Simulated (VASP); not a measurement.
# Bi2Te3 (R-3m) in VASP: notebook, part 3 of 3

VASP 6.6.1.

## 5. Single point, r2SCAN

This run uses another cell than the first one, of 34.91 Å³/atom.

POSCAR reads:

```
Bi2Te3
1.0
    2.1957943101      1.2677424361     10.4508714113
   -2.1957943101      1.2677424361     10.4508714113
    0.0000000000     -2.5354848721     10.4508714113
Bi Te
2 3
Direct
    0.6016461472      0.6016461472      0.6016461472
    0.3983538528      0.3983538528      0.3983538528
    0.7864228559      0.7864228559      0.7864228559
    0.2135771441      0.2135771441      0.2135771441
    0.0000000000      0.0000000000      0.0000000000
```

INCAR.step1 reads:

```
  PREC = Accurate
  ENCUT = 520
  ISMEAR = 0
  SIGMA = 0.01
  LREAL = F
  LASPH = T
  NELM = 100
  NBANDS = 32
  GGA = PE
  ALGO = Normal
  EDIFF = 1E-4
  LWAVE = T
  LCHARG = F
```

INCAR.step2 reads:

```
  PREC = Accurate
  ENCUT = 520
  EDIFF = 1E-6
  ISMEAR = 0
  SIGMA = 0.01
  LREAL = F
  LASPH = T
  NELM = 100
  ALGO = Normal
  ISIF = 2
  LWAVE = F
  LCHARG = F
  METAGGA = R2SCAN
  LMIXTAU = T
  NBANDS = 32
  ISTART = 1
```

KPOINTS reads:

```
Automatic mesh
0
Gamma
  8 8 8
```

Potentials or basis: VASP PAW PBE potentials, release 64 (Bi_d, Te).

On the command line:

```bash
$ cat potpaw_PBE.64/Bi_d/POTCAR potpaw_PBE.64/Te/POTCAR > POTCAR
$ cp INCAR.step1 INCAR
$ mpirun -np 1 vasp_std > vasp.out
$ cp INCAR.step2 INCAR
$ mpirun -np 1 vasp_std > vasp.out
```

OUTCAR:

```text
PREC = Accurate
   ENCUT = 520
   EDIFF = 1E-6
   ISMEAR = 0
   LREAL = F
   LASPH = T
   NELM = 100
   ISIF = 2
   METAGGA = R2SCAN
   ISTART = 1

 ion  position               nearest neighbor table
   1  0.602  0.602  0.602-   4 3.06   4 3.06   4 3.06   5 3.25   5 3.25   5 3.25
   2  0.398  0.398  0.398-   3 3.06   3 3.06   3 3.06   5 3.25   5 3.25   5 3.25
   3  0.786  0.786  0.786-   2 3.06   2 3.06   2 3.06
   4  0.214  0.214  0.214-   1 3.06   1 3.06   1 3.06
   5  0.000  0.000  0.000-   1 3.25   1 3.25   2 3.25   2 3.25   1 3.25   2 3.25

  LATTYP: Found a trigonal (rhomboedric) cell.
 ALAT       =    10.7540409518
 COS(alpha) =     0.9166184557

  Lattice vectors:

 A1 = (   2.1957943101,   1.2677424361,  10.4508714113)
 A2 = (  -2.1957943101,   1.2677424361,  10.4508714113)
 A3 = (   0.0000000000,  -2.5354848721,  10.4508714113)

Analysis of symmetry for initial positions (statically):
=====================================================================
 Subroutine PRICEL returns:
 Original cell was already a primitive cell.

 Routine SETGRP: Setting up the symmetry group for a
 trigonal (rhombohedral) supercell.

 Subroutine GETGRP returns: Found 12 space group operations
 (whereof 12 operations were pure point group operations)
 out of a pool of 12 trial point group operations.

The static configuration has the point symmetry D_3d.

Analysis of symmetry for dynamics (positions and initial velocities):
=====================================================================
 Subroutine PRICEL returns:
 Original cell was already a primitive cell.

 Routine SETGRP: Setting up the symmetry group for a
 trigonal (rhombohedral) supercell.

 Subroutine GETGRP returns: Found 12 space group operations
 (whereof 12 operations were pure point group operations)
 out of a pool of 12 trial point group operations.

The dynamic configuration has the point symmetry D_3d.

 Subroutine INISYM returns: Found 12 space group operations
 (whereof 12 operations are pure point group operations),
 and found     1 'primitive' translations

----------------------------------------------------------------------------------------

                                     Primitive cell

  volume of cell :     174.5526

  direct lattice vectors                    reciprocal lattice vectors
     2.195794310  1.267742436 10.450871411     0.227708032  0.131467293  0.031895267
    -2.195794310  1.267742436 10.450871411    -0.227708032  0.131467293  0.031895267
     0.000000000 -2.535484872 10.450871411     0.000000000 -0.262934587  0.031895267

  length of vectors
    10.754040952 10.754040952 10.754040952     0.264862049  0.264862049  0.264862049

  position of ions in fractional coordinates (direct lattice)
     0.601646147  0.601646147  0.601646147
     0.398353853  0.398353853  0.398353853
     0.786422856  0.786422856  0.786422856
     0.213577144  0.213577144  0.213577144
     0.000000000  0.000000000  0.000000000

  ion indices of the primitive-cell ions
   primitive index   ion index
[... 25 lines left out ...]
     0.000000000  0.000000000  0.000000000

 Subroutine IBZKPT returns following result:
 ===========================================

 Found     65 irreducible k-points:

 Following reciprocal coordinates:
            Coordinates               Weight
  0.000000  0.000000  0.000000      1.000000
  0.125000  0.000000  0.000000      6.000000
  0.250000  0.000000  0.000000      6.000000
  0.375000 -0.000000 -0.000000      6.000000
  0.500000  0.000000  0.000000      3.000000
  0.125000  0.125000  0.000000      6.000000
[... 16 lines left out ...]
  0.250000  0.125000  0.125000      6.000000
  0.375000  0.125000  0.125000      6.000000
 [... further k-points ...]
   k-points           NKPTS =     65   k-points in BZ     NKDIM =     65   number of bands    NBANDS=     32
   number of dos      NEDOS =    301   number of ions     NIONS =      5
   total plane-waves  NPLWV = 512000
   dimension x,y,z NGX =    80 NGY =   80 NGZ =   80
   dimension x,y,z NGXF=   160 NGYF=  160 NGZF=  160
   ions per type =               2   3
   NGX,Y,Z   is equivalent  to a cutoff of  12.37, 12.37, 12.37 a.u.
   NGXF,Y,Z  is equivalent  to a cutoff of  24.73, 24.73, 24.73 a.u.
 SYSTEM =  unknown system
   PREC   = accura    normal or accurate (medium, high low for compatibility)
   ISTART =      1    job   : 0-new  1-cont  2-samecut
   ICHARG =      0    charge: 1-file 2-atom 10-const
   ISPIN  =      1    spin polarized calculation?
   LNONCOLLINEAR =      F non collinear calculations
   LSORBIT =      F    spin-orbit coupling
   LASPH  =      T    aspherical Exc in radial PAW
   ENCUT  =  520.0 eV  38.22 Ry    6.18 a.u.  20.00 20.00 20.00*2*pi/ulx,y,z
   NELM   =    100;   NELMIN=  2; NELMDL=  0     # of ELM steps
   EDIFF  = 0.1E-05   stopping-criterion for ELM
   LREAL  =      F    real-space projection
   EDIFFG = 0.1E-04   stopping-criterion for IOM
   NSW    =      0    number of steps for IOM
   IBRION =     -1    ionic relax: 0-MD 1-quasi-New 2-CG
   NFREE  =      0    steps in history (QN), initial steepest desc. (CG)
   ISIF   =      2    stress and relaxation
   ISYM   =      2    0-nonsym 1-usesym 2-fastsym
   POTIM  = 0.5000    time-step for ionic-motion
   TEBEG  =    0.0;   TEEND  =   0.0 temperature during run
   PSTRESS=    0.0 pullay stress
   NELECT =      48.0000    total number of electrons
   NUPDOWN=      -1.0000    fix difference up-down
   EMIN   =  10.00;   EMAX   =-10.00  energy-range for DOS
   EFERMI =   0.00;   METHOD = LEGACY
   ISMEAR =     0;   SIGMA  =   0.01  broadening in eV -4-tet -1-fermi 0-gaus
   EFERMI_NEDOS =   21; number of points for ismear=-14 and -15
   IALGO  =     38    algorithm
   IMIX   =      4    mixing-type and parameters
     AMIX     =   0.40;   BMIX     =  1.00
     AMIX_MAG =   1.60;   BMIX_MAG =  1.00
  volume/ion in A,a.u.               =      34.91       235.59
  Fermi-wavevector in a.u.,A,eV,Ry     =   1.064584  2.011771 15.420002  1.133338
  Thomas-Fermi vector in A             =   2.200107
   LORBIT       =      0    0 simple, 1 ext, 2 COOP (PROOUT), +10 PAW based schemes
   METAGGA = R2SCAN    functional components
   LHFCALC =     F    Hartree Fock is set to
   AEXX    =    0.0000 exact exchange contribution
   IVDW    =     0    specifies the selected vdW correction
   LEPSILON=     F    determine dielectric tensor
   LRPA    =     F    only Hartree local field effects (RPA)
 non-spin polarized calculation
 Gauss-broadening in eV      SIGMA  =   0.01
  energy-cutoff  :      520.00
  volume of cell :      174.55
 maximum number of plane-waves:      4723
   NGX = 39   NGY = 39   NGZ = 39

 number of electron      47.9999999 magnetization

 Free energy of the ion-electron system (eV)
  ---------------------------------------------------
  ext. energy  EPLUGINS =         0.00000000
  ---------------------------------------------------
  free energy    TOTEN  =      -194.58305681 eV

  energy without entropy =     -194.58305681  energy(sigma->0) =     -194.58305681

 E-fermi :   5.6943     XC(G=0):  -9.6723

 val. band max:        5.5987803393   @ k =   0.0000   0.0000   0.0000
 cond. band min:       6.2816605879   @ k =   0.0000   0.0000   0.0000
 fundamental gap:      0.6828802486
 Fermi energy:         5.6942902032

 k-point     1 :       0.0000    0.0000    0.0000
  band No.  band energies     occupation
      1     -18.2490      2.00000
      2     -18.2490      2.00000
      3     -18.2473      2.00000
      4     -18.2473      2.00000
      5     -18.2366      2.00000
      6     -18.2352      2.00000
[... 829 lines left out ...]
     31       9.9977      0.00000
     32      11.6097      0.00000

 [... further k-points ...]

------------------------ aborting loop because EDIFF is reached ----------------------------------------

  FORCE on cell =-STRESS in cart. coord.  units (eV):
  Direction    XX          YY          ZZ          XY          YZ          ZX
  --------------------------------------------------------------------------------------
  -------------------------------------------------------------------------------------
  Total        1.0320685      1.0320685      0.9776323      0.0000000      0.0000000      0.0000000
  in kB        9.4731120      9.4731120      8.9734547      0.0000000      0.0000000      0.0000000
  external PRESSURE =       9.3065596 kB  Pullay stress =       0.0000000 kB

 VOLUME and BASIS-vectors are now :
 -----------------------------------------------------------------------------
  energy-cutoff  :      520.00
  volume of cell :      174.55
      direct lattice vectors                 reciprocal lattice vectors
     2.195794310  1.267742436 10.450871411     0.227708032  0.131467293  0.031895267
    -2.195794310  1.267742436 10.450871411    -0.227708032  0.131467293  0.031895267
     0.000000000 -2.535484872 10.450871411     0.000000000 -0.262934587  0.031895267

 POSITION                                       TOTAL-FORCE (eV/Angst)
 -----------------------------------------------------------------------------------
      0.00000      0.00000     18.86318         0.000000     -0.000000     -0.024116
      0.00000      0.00000     12.48943         0.000000      0.000000      0.024116
      0.00000      0.00000     24.65641         0.000000     -0.000000     -0.016434
      0.00000      0.00000      6.69620         0.000000      0.000000      0.016434
      0.00000      0.00000      0.00000         0.000000      0.000000      0.000000
 -----------------------------------------------------------------------------------
    total drift:                               -0.000000     -0.000000     -0.000000

  FREE ENERGIE OF THE ION-ELECTRON SYSTEM (eV)
  ---------------------------------------------------
  free  energy   TOTEN  =      -194.5830568126 eV

  energy  without entropy=     -194.5830568126  energy(sigma->0) =     -194.58305681
```

Wall time 55 min (1 thread of Intel Xeon 6975P-C (Granite Rapids), shared host); peak memory 1.2 GiB.

What came out:

```yaml
Free_energy: -194.5831 eV
Pressure: 0.9 GPa
Largest_force: 0.024 eV/Å
Band_gap_on_the_k_mesh: 0.68 eV
```

Forces on the atoms (eV/Å):
```
Bi   0.000  0.000 -0.024
Bi   0.000  0.000  0.024
Te   0.000  0.000 -0.016
Te   0.000  0.000  0.016
Te   0.000  0.000  0.000
```

Caveat: the PAW data sets were made with another functional, which shifts forces and pressure a little; spin-orbit coupling is left out, which moves the levels of the heavy elements. A k mesh can miss the band edges.

## 6. Overview

| level | cell | k mesh | smearing | gap on the mesh (eV) | pressure (GPa) | largest force (eV/Å) |
| --- | --- | --- | --- | --- | --- | --- |
| PBE+D3(BJ) | a = 10.412 Å, angles 24.3°, 5 atoms, atomic positions A | 6 × 6 × 6 | fermi-dirac 0.02 eV | 0.26 | 0.0 | 0.01 |
| r2SCAN+rVV10 | a = 10.754 Å, angles 23.6°, 5 atoms, atomic positions B | 6 × 6 × 6 | fermi-dirac 0.02 eV | 0.66 | 0.2 | 0.03 |
| PBE | a = 10.754 Å, angles 23.6°, 5 atoms, atomic positions B | 8 × 8 × 8 | fermi-dirac 0.02 eV | 0.43 | 1.6 | 0.17 |
| r2SCAN | a = 10.754 Å, angles 23.6°, 5 atoms, atomic positions B | 8 × 8 × 8 | gaussian 0.01 eV | 0.68 | 0.9 | 0.02 |

Alike in all rows: task single point; potentials or basis VASP PAW PBE potentials, release 64 (Bi_d, Te); no spin polarisation; cutoff (eV) 520.

Caveats: spin-orbit coupling is left out, which moves the levels of the heavy elements; the PAW data sets were made with another functional, which shifts forces and pressure a little (at least some runs).

Absolute energies hang on the potentials; compare differences alone.
